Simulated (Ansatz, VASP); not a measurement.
**Two plane-wave programs on Y2S**

Contents of INCAR:

```
PREC = Accurate
ENCUT = 600
EDIFF = 1E-6
ISMEAR = 0
SIGMA = 0.1
LREAL = F
LASPH = T
NELM = 100
ALGO = Normal
ISIF = 3
LWAVE = F
LCHARG = F
GGA = PE
IBRION = 2
NSW = 90
EDIFFG = -0.04
```

Contents of KPOINTS:

```
regular mesh
0
Gamma
  6 6 6
```

The input POSCAR:

```
Y2S
1.0
    4.6296752200      0.0000000000      0.0000000000
   -2.3148376100      4.0094163500      0.0000000000
    0.0000000000      0.0000000000      3.4312579400
Y S
2 1
Direct
    0.3333333300      0.6666666700      0.5000000000
    0.6666666700      0.3333333300      0.5000000000
    0.0000000000      0.0000000000      0.0000000000
```

Input for Ansatz:

```yaml
crystal:
  lattice:
    - [4.62967522, 0.0, 0.0]
    - [-2.31483761, 4.00941635, 0.0]
    - [0.0, 0.0, 3.43125794]
  atoms:
    - { symbol: "Y", position: [0.33333333, 0.66666667, 0.5] }
    - { symbol: "Y", position: [0.66666667, 0.33333333, 0.5] }
    - { symbol: S, position: [0.0, 0.0, 0.0] }
basis:
  ecutwfc: 420
kpoints:
  mp_grid: { grid: [6, 6, 6] }
hamiltonian:
  xc: pbe
scf:
  occupations: { method: gaussian, width: 0.1 }
  lower_state_search: "off"
output:
  forces: true
  stress: true
  eigenvalues: true
relax:
  adjacent_minimum: "off"
  f_tol: 0.04
  max_steps: 70
  cell: { stress_tol: 0.4 }
```

Change from the starting cell: species swapped into the YHg2 type (P6/mmm, No. 191).

Alike in both runs: task relaxation of cell and atoms; functional PBE; k mesh 6 × 6 × 6; occupations gaussian, width 0.1 eV; no spin polarisation.

```csv
,VASP,Ansatz
version,VASP 6.6.1,Ansatz 0.2.0
potentials or method,"VASP PAW PBE potentials, release 64 (Y_sv, S), cutoff 600 eV","scalar-relativistic, plane waves, PAW"
valence electrons in the cell,28,28
```

|  | VASP | Ansatz | Ansatz less VASP |
| --- | --- | --- | --- |
| gap on the k mesh at the Fermi level, each at its own relaxed structure (eV) | none | none | - |
| relaxed volume (Å³/atom) | 24.23 | 24.23 | -0.006 |
| relaxed cell length with the largest relative difference (Å) | 3.253 | 3.249 | -0.0045 |

A gap of «none» marks a metal or a gap that the smearing closes.
